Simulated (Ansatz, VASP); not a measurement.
## Y in VASP and in Ansatz

The input POSCAR:

```
Y
1.0
    3.6808463851      0.0000000000      0.0000000000
   -1.8404231926      3.1877064770      0.0000000000
    0.0000000000      0.0000000000      5.7206466204
Y
2
Direct
    0.3333333333      0.6666666667      0.2500000000
    0.6666666667      0.3333333333      0.7500000000
```

Contents of INCAR.step1:

```
PREC = Accurate ; ENCUT = 520
ISMEAR = 1 ; SIGMA = 0.3
LREAL = F ; LASPH = T
NELM = 80 ; NBANDS = 18
GGA = PE ; ALGO = Normal
EDIFF = 1E-4 ; LWAVE = T
LCHARG = F
```

The input INCAR.step2:

```
PREC = Accurate ; ENCUT = 520
EDIFF = 1E-6 ; ISMEAR = 1
SIGMA = 0.3 ; LREAL = F
LASPH = T ; NELM = 80
ALGO = Normal ; ISIF = 2
LWAVE = F ; LCHARG = F
METAGGA = R2SCAN ; LMIXTAU = T
NBANDS = 18 ; ISTART = 1
```

Contents of KPOINTS:

```
Automatic mesh
0
Gamma
  10 10 6
```

Input for Ansatz:

```yaml
crystal:
  lattice:
    - [3.6808463851, 0.0, 0.0]
    - [-1.8404231926, 3.187706477, 0.0]
    - [0.0, 0.0, 5.7206466204]
  atoms:
    - { symbol: "Y", position: [0.3333333333, 0.6666666667, 0.25] }
    - { symbol: "Y", position: [0.6666666667, 0.3333333333, 0.75] }
hamiltonian:
  xc: r2scan
  pseudopotentials:
    kind: paw
    azcp:
      "Y": "pseudopotentials/Y.paw.azcp"
basis:
  ecutwfc: 500
  fft_grid_basis: typed
kpoints:
  mp_grid: { grid: [10, 10, 6], shift: [0, 0, 0] }
magnetization:
  spin_polarized: false
scf:
  occupations: { method: cold, width: 0.3 }
  lower_state_search: "off"
output:
  stress: true
  write_density: true
  write_potential: true
  elf: true
  volumetric_format: npy
```

Alike in both runs: task single point; functional r2SCAN; k mesh 10 × 10 × 6; no spin polarisation.

|  | VASP | Ansatz |
| --- | --- | --- |
| version | VASP 6.6.1 | Ansatz 0.2.0 |
| potentials or method | VASP PAW PBE potentials, release 64 (Y_sv), cutoff 520 eV | plane waves (500 eV) with PAW, scalar-relativistic |
| occupations | methfessel-paxton of order 1, width 0.3 eV | cold, width 0.3 eV |
| valence electrons in the cell | 22 | 22 |

```csv
,VASP,Ansatz,Ansatz less VASP
pressure (GPa),-0.1,-0.1,-0.03
"traceless stress, the component that is largest in VASP (GPa)",-0.16,-0.10,+0.059
```

VASP's potentials were made for PBE, not for r2SCAN.
